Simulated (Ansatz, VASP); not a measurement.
**SnO in VASP and in Ansatz**

Contents of INCAR:

```
SYSTEM = SnO
ALGO = Normal
EDIFF = 1E-6
ENCUT = 520
GGA = PE
ISIF = 2
ISMEAR = 0
IVDW = 12
LASPH = .TRUE.
LCHARG = .FALSE.
LREAL = .FALSE.
LWAVE = .FALSE.
NBANDS = 28
NELM = 80
PREC = Accurate
SIGMA = 0.05
```

The input KPOINTS:

```
k-points
0
G
  10 6 8
  0 0 0
```

POSCAR

```
SnO
1.0
    3.2500916658      0.0000000000      0.0000000000
    0.0000000000      5.4966708310      0.0000000000
    0.0000000000      0.0000000000      4.4989406756
Sn O
2 2
Direct
    0.0000000000      0.2319090000      0.5131440000
    0.5000000000      0.7680910000      0.0131440000
    0.0000000000      0.8912500000      0.7368570000
    0.5000000000      0.1087500000      0.2368570000
```

Input for Ansatz:

```yaml
crystal:
  lattice:
    - [3.2500916658, 0.0, 0.0]
    - [0.0, 5.496670831, 0.0]
    - [0.0, 0.0, 4.4989406756]
  atoms:
    - { symbol: Sn, position: [0.0, 0.231909, 0.513144] }
    - { symbol: Sn, position: [0.5, 0.768091, 0.013144] }
    - { symbol: O, position: [0.0, 0.89125, 0.736857] }
    - { symbol: O, position: [0.5, 0.10875, 0.236857] }
basis:
  ecutwfc: 420
kpoints:
  mp_grid: { grid: [10, 6, 8] }
hamiltonian:
  xc: pbe
  dispersion: d3bj
scf:
  occupations: { method: gaussian, width: 0.05 }
output:
  forces: true
  stress: true
  eigenvalues: true
```

Alike in both runs: task single point; functional PBE; dispersion D3(BJ); k mesh 10 × 6 × 8; occupations gaussian, width 0.05 eV; no spin polarisation.

|  | VASP | Ansatz |
| --- | --- | --- |
| version | VASP 6.6.1 | Ansatz 0.2.0 |
| potentials or method | VASP PAW PBE potentials, release 64 (Sn_d, O), cutoff 520 eV | scalar-relativistic, plane waves, PAW |
| valence electrons in the cell | 40 | 40 |

Ansatz gave:

| Item | Value |
| --- | --- |
| gap on the k mesh at the Fermi level (eV) | 1.30 |
| least direct gap on the mesh (eV) | 1.67 |
| pressure (GPa) | -0.2 |
| traceless stress, the component that is largest in VASP (GPa) | -1.53 |
| rms of the force components (eV/Å) | 0.106 |

Task: What did VASP give for the same quantities?

Result: gap on the k mesh at the Fermi level (eV): 1.29; least direct gap on the mesh (eV): 1.66; pressure (GPa): 0.0; traceless stress, the component that is largest in VASP (GPa): -1.55; rms of the force components (eV/Å): 0.110.

Atom by atom the forces differ by 0.035 eV/Å (rms over components).
